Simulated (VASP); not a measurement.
# Mg (P6_3/mmc) in VASP: notebook

Mg is run at these levels: PBEsol; tasks: single point, relaxation of volume and atoms at fixed shape.

All numbers are computed with VASP 6.6.1; they aren't measurements. Logs are shortened: lines on timing, memory, paths and dates and some standing lists are left out, and cuts for length are marked.

### 1 The cell of the first run

The structure is hexagonal, space group P6_3/mmc (No. 194). The conventional cell has a = 3.178 Å, b = 3.178 Å, c = 5.159 Å, α = 90.00°, β = 90.00°, γ = 120.00°. Within 4.2 Å of Mg (site symmetry -6m2) lie 12 Mg at 3.17 to 3.18 Å.

### 2 Single point, PBEsol

File INCAR:

```
PREC = Accurate
ENCUT = 520
EDIFF = 1E-7
ISMEAR = 0
SIGMA = 0.02
LREAL = F
LASPH = T
NELM = 60
ALGO = Normal
ISIF = 2
LWAVE = F
LCHARG = F
GGA = PS
NBANDS = 9
```

File KPOINTS:

```
Automatic mesh
0
Gamma
  8 8 5
```

File POSCAR:

```
Mg
1.0
    3.1778345862      0.0000000000      0.0000000000
   -1.5889172931      2.7520854807      0.0000000000
    0.0000000000      0.0000000000      5.1592158866
Mg
2
Direct
    0.3333333333      0.6666666667      0.2500000000
    0.6666666667      0.3333333333      0.7500000000
```

Potentials or basis: VASP PAW PBE potentials, release 64 (Mg).

On the command line:

```sh
> cat potpaw_PBE.64/Mg/POTCAR > POTCAR
> mpirun -np 1 vasp_std > vasp.out
```

OUTCAR:

```text
PREC = Accurate
   ENCUT = 520
   EDIFF = 1E-7
   ISMEAR = 0
   LREAL = F
   LASPH = T
   NELM = 60
   ISIF = 2
   GGA = PS

 ion  position               nearest neighbor table
   1  0.333  0.667  0.250-   2 3.17   2 3.17   2 3.17   2 3.17   2 3.17   2 3.17
   2  0.667  0.333  0.750-   1 3.17   1 3.17   1 3.17   1 3.17   1 3.17   1 3.17

  LATTYP: Found a hexagonal cell.
 ALAT       =     3.1778345862
 C/A-ratio  =     1.6235004518

  Lattice vectors:

 A1 = (   3.1778345862,   0.0000000000,   0.0000000000)
 A2 = (  -1.5889172931,   2.7520854807,   0.0000000000)
 A3 = (   0.0000000000,   0.0000000000,   5.1592158866)

Analysis of symmetry for initial positions (statically):
=====================================================================
 Subroutine PRICEL returns:
 Original cell was already a primitive cell.

 Routine SETGRP: Setting up the symmetry group for a
 hexagonal supercell.

 Subroutine GETGRP returns: Found 24 space group operations
 (whereof 12 operations were pure point group operations)
 out of a pool of 24 trial point group operations.

The static configuration has the point symmetry D_3d.
 The point group associated with its full space group is D_6h.

Analysis of symmetry for dynamics (positions and initial velocities):
=====================================================================
 Subroutine PRICEL returns:
 Original cell was already a primitive cell.

 Routine SETGRP: Setting up the symmetry group for a
 hexagonal supercell.

 Subroutine GETGRP returns: Found 24 space group operations
 (whereof 12 operations were pure point group operations)
 out of a pool of 24 trial point group operations.

The dynamic configuration has the point symmetry D_3d.
 The point group associated with its full space group is D_6h.

 Subroutine INISYM returns: Found 24 space group operations
 (whereof 12 operations are pure point group operations),
 and found     1 'primitive' translations

----------------------------------------------------------------------------------------

                                     Primitive cell

  volume of cell :      45.1208

  direct lattice vectors                    reciprocal lattice vectors
     3.177834586  0.000000000  0.000000000     0.314679689  0.181680403  0.000000000
    -1.588917293  2.752085481  0.000000000     0.000000000  0.363360807  0.000000000
     0.000000000  0.000000000  5.159215887     0.000000000  0.000000000  0.193827904
[... 83 lines left out ...]
   NELM   =     60;   NELMIN=  2; NELMDL= -5     # of ELM steps
   EDIFF  = 0.1E-06   stopping-criterion for ELM
   LREAL  =      F    real-space projection
   EDIFFG = 0.1E-05   stopping-criterion for IOM
   NSW    =      0    number of steps for IOM
   IBRION =     -1    ionic relax: 0-MD 1-quasi-New 2-CG
   NFREE  =      0    steps in history (QN), initial steepest desc. (CG)
   ISIF   =      2    stress and relaxation
   ISYM   =      2    0-nonsym 1-usesym 2-fastsym
   POTIM  = 0.5000    time-step for ionic-motion
   TEBEG  =    0.0;   TEEND  =   0.0 temperature during run
   PSTRESS=    0.0 pullay stress
   NELECT =       4.0000    total number of electrons
   NUPDOWN=      -1.0000    fix difference up-down
   EMIN   =  10.00;   EMAX   =-10.00  energy-range for DOS
   EFERMI =   0.00;   METHOD = LEGACY
   ISMEAR =     0;   SIGMA  =   0.02  broadening in eV -4-tet -1-fermi 0-gaus
   EFERMI_NEDOS =   21; number of points for ismear=-14 and -15
   IALGO  =     38    algorithm
   IMIX   =      4    mixing-type and parameters
     AMIX     =   0.40;   BMIX     =  1.00
     AMIX_MAG =   1.60;   BMIX_MAG =  1.00
  volume/ion in A,a.u.               =      22.56       152.25
  Fermi-wavevector in a.u.,A,eV,Ry     =   0.729966  1.379435  7.249866  0.532850
  Thomas-Fermi vector in A             =   1.821819
   LORBIT       =      0    0 simple, 1 ext, 2 COOP (PROOUT), +10 PAW based schemes
   GGA     = PS    functional components
   LHFCALC =     F    Hartree Fock is set to
   AEXX    =    0.0000 exact exchange contribution
   IVDW    =     0    specifies the selected vdW correction
   LEPSILON=     F    determine dielectric tensor
   LRPA    =     F    only Hartree local field effects (RPA)
 non-spin polarized calculation
 Gauss-broadening in eV      SIGMA  =   0.02
  energy-cutoff  :      520.00
  volume of cell :       45.12
 maximum number of plane-waves:      1225
 NGX is ok and might be reduce to    24
   NGX = 11   NGY = 11   NGZ = 19

 number of electron       4.0000000 magnetization

 Free energy of the ion-electron system (eV)
  ---------------------------------------------------
  ext. energy  EPLUGINS =         0.00000000
  ---------------------------------------------------
  free energy    TOTEN  =        -3.47287400 eV

  energy without entropy =       -3.47245018  energy(sigma->0) =       -3.47266209

 E-fermi :   2.6553     XC(G=0):  -8.5880

 val. band max:        2.6168242078   @ k =   0.5000   0.0000   0.4000
 cond. band min:       2.6581413808   @ k =   0.2500   0.2500   0.2000
 fundamental gap:      0.0413171730
 Fermi energy:         2.6552693832

 k-point     1 :       0.0000    0.0000    0.0000
  band No.  band energies     occupation
      1      -4.3213      2.00000
      2       0.9658      2.00000
      3       1.4497      2.00000
      4      13.7108      0.00000
      5      13.7108      0.00000
      6      13.8626      0.00000
      7      13.8626      0.00000
      8      14.6022      0.00000
      9      16.2794      0.00000
[... 265 lines left out ...]
 k-point    24 :       0.3750    0.0000    0.4000
  band No.  band energies     occupation
      1      -0.6858      2.00000
      2       0.3909      2.00000
      3       4.0721      0.00000
      4       5.1061      0.00000
      5       8.7838      0.00000
      6      10.6570      0.00000
      7      10.9583      0.00000
      8      11.6039      0.00000
      9      12.3503      0.00000

 [... further k-points ...]
[... 5 lines left out ...]
  --------------------------------------------------------------------------------------
  -------------------------------------------------------------------------------------
  Total       -0.0513097     -0.0513097      0.0710373      0.0000000      0.0000000      0.0000000
  in kB       -1.8219354     -1.8219354      2.5224349      0.0000000      0.0000000      0.0000000
  external PRESSURE =      -0.3738120 kB  Pullay stress =       0.0000000 kB

 VOLUME and BASIS-vectors are now :
 -----------------------------------------------------------------------------
  energy-cutoff  :      520.00
  volume of cell :       45.12
      direct lattice vectors                 reciprocal lattice vectors
     3.177834586  0.000000000  0.000000000     0.314679689  0.181680403  0.000000000
    -1.588917293  2.752085481  0.000000000     0.000000000  0.363360807  0.000000000
     0.000000000  0.000000000  5.159215887     0.000000000  0.000000000  0.193827904

 POSITION                                       TOTAL-FORCE (eV/Angst)
 -----------------------------------------------------------------------------------
     -0.00000      1.83472      1.28980         0.000000     -0.000000      0.000000
      1.58892      0.91736      3.86941        -0.000000      0.000000      0.000000
 -----------------------------------------------------------------------------------
    total drift:                                0.000000     -0.000000      0.000000

  FREE ENERGIE OF THE ION-ELECTRON SYSTEM (eV)
  ---------------------------------------------------
  free  energy   TOTEN  =        -3.4728739983 eV

  energy  without entropy=       -3.4724501805  energy(sigma->0) =       -3.47266209
```

OSZICAR:

```text
N       E                     dE             d eps       ncg     rms          rms(c)
DAV:   1    -0.939340515402E+00   -0.93934E+00   -0.12818E+03   540   0.319E+02
DAV:   2    -0.346175599547E+01   -0.25224E+01   -0.24569E+01   733   0.262E+01
DAV:   3    -0.349236703075E+01   -0.30611E-01   -0.29235E-01   700   0.242E+00
DAV:   4    -0.349249610097E+01   -0.12907E-03   -0.12904E-03   718   0.145E-01
DAV:   5    -0.349249650229E+01   -0.40132E-06   -0.40139E-06   662   0.826E-03    0.951E-01
DAV:   6    -0.348219257042E+01    0.10304E-01   -0.54857E-04   649   0.152E-01    0.605E-01
DAV:   7    -0.347286989014E+01    0.93227E-02   -0.22672E-03   579   0.275E-01    0.307E-02
DAV:   8    -0.347287434330E+01   -0.44532E-05   -0.17879E-05   737   0.256E-02    0.632E-03
DAV:   9    -0.347287414119E+01    0.20211E-06   -0.89108E-07   611   0.407E-03    0.552E-04
DAV:  10    -0.347287401758E+01    0.12361E-06   -0.37877E-09   479   0.340E-04    0.157E-04
DAV:  11    -0.347287399833E+01    0.19248E-07   -0.38732E-10   312   0.132E-04
   1 F= -.34728740E+01 E0= -.34726621E+01  d E =-.423818E-03
```

Run time: 6.7 s. Hardware: 1 thread of Intel Xeon Platinum 8375C at 2.90GHz (Ice Lake), shared host; peak memory 0.16 GiB.

Results:

```yaml
Free_energy: -3.4729 eV
Pressure: 0.0 GPa
Band_gap_on_the_k_mesh: zero (band 2 reaches 3.69 eV, above the bottom of band 3 at 1.45 eV)
```

Stress tensor (GPa, compression positive):
```
-0.18  0.00  0.00
 0.00 -0.18  0.00
 0.00  0.00  0.25
```

Caveat: the PAW data sets were made with another functional, which shifts forces and pressure a little.

### 3 Relaxation of volume and atoms at fixed shape, PBEsol

This run uses another cell than the first one, of 23.24 Å³/atom, 1.030 times its volume.

File INCAR:

```
PREC = Accurate
ENCUT = 600
EDIFF = 1E-6
ISMEAR = 0
SIGMA = 0.02
LREAL = F
LASPH = T
NELM = 100
ALGO = Normal
ISIF = 8
LWAVE = F
LCHARG = F
GGA = PS
IBRION = 2
NSW = 60
EDIFFG = -0.03
```

KPOINTS is that of step 2.

File POSCAR:

```
Mg
1.0
    3.2093000000      0.0000000000      0.0000000000
   -1.6046500000      2.7793353284      0.0000000000
    0.0000000000      0.0000000000      5.2103000000
Mg
2
Direct
    0.3333333333      0.6666666667      0.2500000000
    0.6666666667      0.3333333333      0.7500000000
```

Potentials or basis: VASP PAW PBE potentials, release 64 (Mg).

On the command line:

```sh
> cat potpaw_PBE.64/Mg/POTCAR > POTCAR
> mpirun -np 1 vasp_std > vasp.out
```

Run time: 15 s. Hardware: 1 thread of Intel Xeon Platinum 8375C at 2.90GHz (Ice Lake), shared host; peak memory 0.19 GiB.

It converged, with:

```
Free energy                            : -3.4731 eV
Relaxed volume                         : 22.54 Å³/atom
Relaxed cell                           : a = 3.177 Å, b = 3.177 Å, c = 5.158 Å, α = 90.00°, β = 90.00°, γ = 120.00°
Space group after relaxing (to 0.05 Å) : P6_3/mmc (No. 194)
Energy gained by relaxing              : 2.5 meV/atom
Ionic steps                            : 3
Pressure after relaxing                : 0.0 GPa
Band gap on the k mesh                 : zero (band 2 reaches 3.69 eV, above the bottom of band 3 at 1.45 eV)
```

Stress tensor (GPa, compression positive):
```
-0.15  0.00  0.00
 0.00 -0.15  0.00
 0.00  0.00  0.29
```

The path:
| step | energy change (eV) | largest force (eV/Å) | pressure (GPa) | volume (Å³) |
| --- | --- | --- | --- | --- |
| 1 | 0.0000 | 0.0000 | -1.10 | 46.47 |
| 2 | -0.0046 | 0.0000 | -0.28 | 45.41 |
| 3 | -0.0049 | 0.0000 | 0.00 | 45.08 |

Final structure:
```cif
data_structure
_symmetry_space_group_name_H-M 'P 1'
_symmetry_Int_Tables_number 1
_cell_length_a 3.1768
_cell_length_b 3.1768
_cell_length_c 5.1576
_cell_angle_alpha 90.000
_cell_angle_beta 90.000
_cell_angle_gamma 120.000
_cell_volume 45.08
loop_
_atom_site_label
_atom_site_type_symbol
_atom_site_fract_x
_atom_site_fract_y
_atom_site_fract_z
_atom_site_occupancy
Mg1 Mg 0.33333 0.66667 0.25000 1
Mg2 Mg 0.66667 0.33333 0.75000 1
```

Levels at points of the mesh, in eV from the Fermi level:
| k point | band 1 | band 2 | band 3 | band 4 | band 5 | band 6 |
| --- | --- | --- | --- | --- | --- | --- |
| (0.00, 0.00, 0.00) | -6.98 | -1.69 | -1.21 | 11.06 | 11.06 | 11.21 |
| (0.50, 0.00, 0.00) | -2.15 | -2.12 | 2.71 | 3.05 | 3.36 | 3.78 |

Caveat: the PAW data sets were made with another functional, which shifts forces and pressure a little.
